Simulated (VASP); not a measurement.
# CoW3 (Fm-3m) in VASP: notebook

Runs on CoW3. Level: PBEsol. Tasks: single point.

Everything below comes from runs of VASP 6.6.1. Logs are shortened: lines on timing, memory, paths and dates and some standing lists are left out, and cuts for length are marked.

## Step 1: The cell of the first run

The structure is cubic, space group Fm-3m (No. 225). The conventional cell has a = 6.144 Å, b = 6.144 Å, c = 6.144 Å, α = 90.00°, β = 90.00°, γ = 90.00°. W (site symmetry -43m) has 10 W at 2.66 to 3.07 Å and 4 Co at 2.66 Å within 3.5 Å. Within 3.5 Å of W (site symmetry m-3m) lie 8 W at 2.66 Å and 6 Co at 3.07 Å. Within 3.5 Å of Co (site symmetry m-3m) lie 14 W at 2.66 to 3.07 Å.

## Step 2: Single point, PBEsol, collinear spin, ferromagnetic start

Contents of INCAR:

```
PREC = Accurate ; ENCUT = 520
EDIFF = 1E-6 ; ISMEAR = 0
SIGMA = 0.1 ; LREAL = F
LASPH = T ; NELM = 150
ALGO = Normal ; ISIF = 2
LWAVE = F ; LCHARG = T
ISPIN = 2 ; MAGMOM = 0.06 0.06 0.01 1.11
LORBIT = 11 ; NUPDOWN = 1.12
LMAXMIX = 4 ; GGA = PS
LELF = T ; LVHAR = T
NBANDS = 38
```

Contents of KPOINTS:

```
Automatic mesh
0
Gamma
  12 12 12
```

Contents of POSCAR:

```
CoW3
1.0
    0.0000000000      3.0720842694      3.0720842694
    3.0720842694      0.0000000000      3.0720842694
    3.0720842694      3.0720842694      0.0000000000
W Co
3 1
Direct
    0.2500000000      0.2500000000      0.2500000000
    0.7500000000      0.7500000000      0.7500000000
    0.5000000000      0.5000000000      0.5000000000
    0.0000000000      0.0000000000      0.0000000000
```

Potentials or basis: VASP PAW PBE potentials, release 64 (W_sv, Co).

Command:

```sh
cat potpaw_PBE.64/W_sv/POTCAR potpaw_PBE.64/Co/POTCAR > POTCAR
mpirun -np 1 vasp_std > vasp.out
```

OUTCAR:

```text
PREC = Accurate
   ENCUT = 520
   EDIFF = 1E-6
   ISMEAR = 0
   LREAL = F
   LASPH = T
   NELM = 150
   ISIF = 2
   ISPIN = 2
   LORBIT = 11
   NUPDOWN = 1.12
   GGA = PS

 ion  position               nearest neighbor table
   1  0.250  0.250  0.250-   4 2.66   4 2.66   4 2.66   3 2.66   4 2.66   3 2.66   3 2.66   3 2.66
                             2 3.07   2 3.07   2 3.07   2 3.07   2 3.07   2 3.07
   2  0.750  0.750  0.750-   3 2.66   3 2.66   3 2.66   3 2.66   4 2.66   4 2.66   4 2.66   4 2.66
                             1 3.07   1 3.07   1 3.07   1 3.07   1 3.07   1 3.07
   3  0.500  0.500  0.500-   1 2.66   1 2.66   1 2.66   1 2.66   2 2.66   2 2.66   2 2.66   2 2.66
                             4 3.07   4 3.07   4 3.07   4 3.07   4 3.07   4 3.07
   4  0.000  0.000  0.000-   2 2.66   2 2.66   2 2.66   1 2.66   2 2.66   1 2.66   1 2.66   1 2.66
                             3 3.07   3 3.07   3 3.07   3 3.07   3 3.07   3 3.07

  LATTYP: Found a face centered cubic cell.
 ALAT       =     6.1441685388

  Lattice vectors:

 A1 = (   0.0000000000,   3.0720842694,   3.0720842694)
 A2 = (   3.0720842694,   0.0000000000,   3.0720842694)
 A3 = (   3.0720842694,   3.0720842694,   0.0000000000)

Analysis of symmetry for initial positions (statically):
=====================================================================
 Subroutine PRICEL returns:
 Original cell was already a primitive cell.

 Routine SETGRP: Setting up the symmetry group for a
 face centered cubic supercell.

 Subroutine GETGRP returns: Found 48 space group operations
[... 9 lines left out ...]

 Routine SETGRP: Setting up the symmetry group for a
 face centered cubic supercell.

 Subroutine GETGRP returns: Found 48 space group operations
 (whereof 48 operations were pure point group operations)
 out of a pool of 48 trial point group operations.

The dynamic configuration has the point symmetry O_h .

Analysis of structural, dynamic, and magnetic symmetry:
=====================================================================
 Subroutine PRICEL returns:
 Original cell was already a primitive cell.

 Routine SETGRP: Setting up the symmetry group for a
 face centered cubic supercell.

 Subroutine GETGRP returns: Found 48 space group operations
 (whereof 48 operations were pure point group operations)
 out of a pool of 48 trial point group operations.

The overall configuration has the point symmetry O_h .

 Subroutine INISYM returns: Found 48 space group operations
[... 5 lines left out ...]
                                     Primitive cell

  volume of cell :      57.9868

  direct lattice vectors                    reciprocal lattice vectors
     0.000000000  3.072084269  3.072084269    -0.162755952  0.162755952  0.162755952
     3.072084269  0.000000000  3.072084269     0.162755952 -0.162755952  0.162755952
     3.072084269  3.072084269  0.000000000     0.162755952  0.162755952 -0.162755952

  length of vectors
     4.344583239  4.344583239  4.344583239     0.281901578  0.281901578  0.281901578

  position of ions in fractional coordinates (direct lattice)
     0.250000000  0.250000000  0.250000000
     0.750000000  0.750000000  0.750000000
     0.500000000  0.500000000  0.500000000
     0.000000000  0.000000000  0.000000000

  ion indices of the primitive-cell ions
   primitive index   ion index
                 1           1
                 2           2
                 3           3
                 4           4

----------------------------------------------------------------------------------------

 KPOINTS: Automatic mesh

Automatic generation of k-mesh.
 Grid dimensions read from file:
 generate k-points for:   12   12   12

 Generating k-lattice:

  Cartesian coordinates                     Fractional coordinates (reciprocal lattice)
    -0.013562996  0.013562996  0.013562996     0.083333333  0.000000000  0.000000000
     0.013562996 -0.013562996  0.013562996     0.000000000  0.083333333  0.000000000
     0.013562996  0.013562996 -0.013562996     0.000000000  0.000000000  0.083333333

  Length of vectors
     0.023491798  0.023491798  0.023491798

  Shift w.r.t. Gamma in fractional coordinates (k-lattice)
     0.000000000  0.000000000  0.000000000

 Subroutine IBZKPT returns following result:
 ===========================================

 Found     72 irreducible k-points:

 Following reciprocal coordinates:
            Coordinates               Weight
  0.000000  0.000000  0.000000      1.000000
  0.083333  0.000000  0.000000      8.000000
  0.166667  0.000000  0.000000      8.000000
  0.250000  0.000000  0.000000      8.000000
  0.333333  0.000000  0.000000      8.000000
  0.416667  0.000000  0.000000      8.000000
[... 16 lines left out ...]
  0.500000  0.166667  0.000000     24.000000
 -0.416667  0.166667  0.000000     24.000000
 [... further k-points ...]
   k-points           NKPTS =     72   k-points in BZ     NKDIM =     72   number of bands    NBANDS=     38
   number of dos      NEDOS =    301   number of ions     NIONS =      4
   total plane-waves  NPLWV =  32768
   dimension x,y,z NGX =    32 NGY =   32 NGZ =   32
   dimension x,y,z NGXF=    64 NGYF=   64 NGZF=   64
   ions per type =               3   1
   NGX,Y,Z   is equivalent  to a cutoff of  12.24, 12.24, 12.24 a.u.
   NGXF,Y,Z  is equivalent  to a cutoff of  24.49, 24.49, 24.49 a.u.
 SYSTEM =  unknown system
   PREC   = accura    normal or accurate (medium, high low for compatibility)
   ISTART =      0    job   : 0-new  1-cont  2-samecut
   ICHARG =      2    charge: 1-file 2-atom 10-const
   ISPIN  =      2    spin polarized calculation?
   LNONCOLLINEAR =      F non collinear calculations
   LSORBIT =      F    spin-orbit coupling
   LASPH  =      T    aspherical Exc in radial PAW
   ENCUT  =  520.0 eV  38.22 Ry    6.18 a.u.   8.08  8.08  8.08*2*pi/ulx,y,z
   NELM   =    150;   NELMIN=  2; NELMDL= -5     # of ELM steps
   EDIFF  = 0.1E-05   stopping-criterion for ELM
   LREAL  =      F    real-space projection
   EDIFFG = 0.1E-04   stopping-criterion for IOM
   NSW    =      0    number of steps for IOM
   IBRION =     -1    ionic relax: 0-MD 1-quasi-New 2-CG
   NFREE  =      0    steps in history (QN), initial steepest desc. (CG)
   ISIF   =      2    stress and relaxation
   ISYM   =      2    0-nonsym 1-usesym 2-fastsym
   POTIM  = 0.5000    time-step for ionic-motion
   TEBEG  =    0.0;   TEEND  =   0.0 temperature during run
   PSTRESS=    0.0 pullay stress
   NELECT =      51.0000    total number of electrons
   NUPDOWN=       1.1200    fix difference up-down
   EMIN   =  10.00;   EMAX   =-10.00  energy-range for DOS
   EFERMI =   0.00;   METHOD = LEGACY
   ISMEAR =     0;   SIGMA  =   0.10  broadening in eV -4-tet -1-fermi 0-gaus
   EFERMI_NEDOS =   21; number of points for ismear=-14 and -15
   IALGO  =     38    algorithm
   IMIX   =      4    mixing-type and parameters
     AMIX     =   0.40;   BMIX     =  1.00
     AMIX_MAG =   1.60;   BMIX_MAG =  1.00
  volume/ion in A,a.u.               =      14.50        97.83
  Fermi-wavevector in a.u.,A,eV,Ry     =   1.568514  2.964062 33.473550  2.460237
  Thomas-Fermi vector in A             =   2.670534
   LORBIT       =     11    0 simple, 1 ext, 2 COOP (PROOUT), +10 PAW based schemes
   GGA     = PS    functional components
   LHFCALC =     F    Hartree Fock is set to
   AEXX    =    0.0000 exact exchange contribution
   IVDW    =     0    specifies the selected vdW correction
   LEPSILON=     F    determine dielectric tensor
   LRPA    =     F    only Hartree local field effects (RPA)
 spin polarized calculation
 Gauss-broadening in eV      SIGMA  =   0.10
  energy-cutoff  :      520.00
  volume of cell :       57.99
 maximum number of plane-waves:      1588
   NGX = 17   NGY = 17   NGZ = 17

 number of electron      50.9999996 magnetization       1.1199944

 Free energy of the ion-electron system (eV)
  ---------------------------------------------------
  ext. energy  EPLUGINS =         0.00000000
  ---------------------------------------------------
  free energy    TOTEN  =       -48.15768450 eV

  energy without entropy =      -48.13909125  energy(sigma->0) =      -48.14838788

 E-fermi :  11.1920     XC(G=0): -13.7599

 val. band max:       11.1913180966   @ k =  -0.4167   0.2500   0.0000
 cond. band min:      11.1223785489   @ k =  -0.4167   0.2500   0.0000
 fundamental gap:     -0.0689395477
 Fermi energy:        11.1212032218

 spin component 1

 k-point     1 :       0.0000    0.0000    0.0000
  band No.  band energies     occupation
      1     -62.9917      1.00000
      2     -62.9227      1.00000
      3     -62.4608      1.00000
      4     -27.3633      1.00000
      5     -27.3633      1.00000
      6     -27.3633      1.00000
[... 29 lines left out ...]
     36      19.4007      0.00000
     37      19.4007      0.00000
[... 918 lines left out ...]
     36      18.8531      0.00000
     37      20.3422      0.00000

 [... further k-points ...]

 spin component 2

 k-point     1 :       0.0000    0.0000    0.0000
  band No.  band energies     occupation
      1     -62.9602      1.00000
      2     -62.8897      1.00000
      3     -62.4551      1.00000
      4     -27.3335      1.00000
      5     -27.3335      1.00000
      6     -27.3335      1.00000
[... 29 lines left out ...]
     36      19.4514      0.00000
     37      19.4514      0.00000
[... 918 lines left out ...]
     36      18.9423      0.00000
     37      20.4696      0.00000

 [... further k-points ...]

 [bands above 37 left out]

------------------------ aborting loop because EDIFF is reached ----------------------------------------

  FORCE on cell =-STRESS in cart. coord.  units (eV):
  Direction    XX          YY          ZZ          XY          YZ          ZX
  --------------------------------------------------------------------------------------
  -------------------------------------------------------------------------------------
  Total        0.0318097      0.0318097      0.0318097      0.0000000     -0.0000000      0.0000000
  in kB        0.8789014      0.8789014      0.8789014      0.0000000     -0.0000000      0.0000000
  external PRESSURE =       0.8789014 kB  Pullay stress =       0.0000000 kB

 VOLUME and BASIS-vectors are now :
 -----------------------------------------------------------------------------
  energy-cutoff  :      520.00
  volume of cell :       57.99
      direct lattice vectors                 reciprocal lattice vectors
     0.000000000  3.072084269  3.072084269    -0.162755952  0.162755952  0.162755952
     3.072084269  0.000000000  3.072084269     0.162755952 -0.162755952  0.162755952
     3.072084269  3.072084269  0.000000000     0.162755952  0.162755952 -0.162755952

 POSITION                                       TOTAL-FORCE (eV/Angst)
 -----------------------------------------------------------------------------------
      1.53604      1.53604      1.53604         0.000000      0.000000      0.000000
      4.60813      4.60813      4.60813         0.000000     -0.000000     -0.000000
      3.07208      3.07208      3.07208        -0.000000     -0.000000      0.000000
      0.00000      0.00000      0.00000        -0.000000     -0.000000      0.000000
 -----------------------------------------------------------------------------------
    total drift:                               -0.000000     -0.000000      0.000000

  FREE ENERGIE OF THE ION-ELECTRON SYSTEM (eV)
  ---------------------------------------------------
  free  energy   TOTEN  =       -48.1576844990 eV

  energy  without entropy=      -48.1390912515  energy(sigma->0) =      -48.14838788

 total charge

# of ion       s       p       d       tot
------------------------------------------
    1        2.407   6.335   3.331  12.074
    2        2.407   6.335   3.331  12.074
    3        2.463   6.314   3.539  12.316
    4        0.457   0.564   7.285   8.306
--------------------------------------------------
tot          7.735  19.549  17.485  44.769

 magnetization (x)

# of ion       s       p       d       tot
------------------------------------------
    1       -0.002  -0.002   0.070   0.066
    2       -0.002  -0.002   0.070   0.066
    3        0.008   0.003   0.005   0.016
    4        0.002   0.001   0.975   0.978
--------------------------------------------------
tot          0.006   0.001   1.120   1.127
```

It took 4.3 min on 1 thread of Intel Xeon 6975P-C, shared host; peak memory 0.36 GiB.

Results:

```
Free energy                                           : -48.1577 eV
Pressure                                              : 0.1 GPa
Net moment                                            : 1.12 μB per cell
Site moments                                          : W +0.07, +0.02; Co +0.98 μB
Valence electrons inside the program's atomic spheres : W 12.07, 12.32; Co 8.31
```

Caveat: the PAW data sets were made with another functional, which shifts forces and pressure a little; spin-orbit coupling is left out, which moves the levels of the heavy elements; the total moment is fixed, so each spin has its own Fermi level.

[end of part 1 of 2]
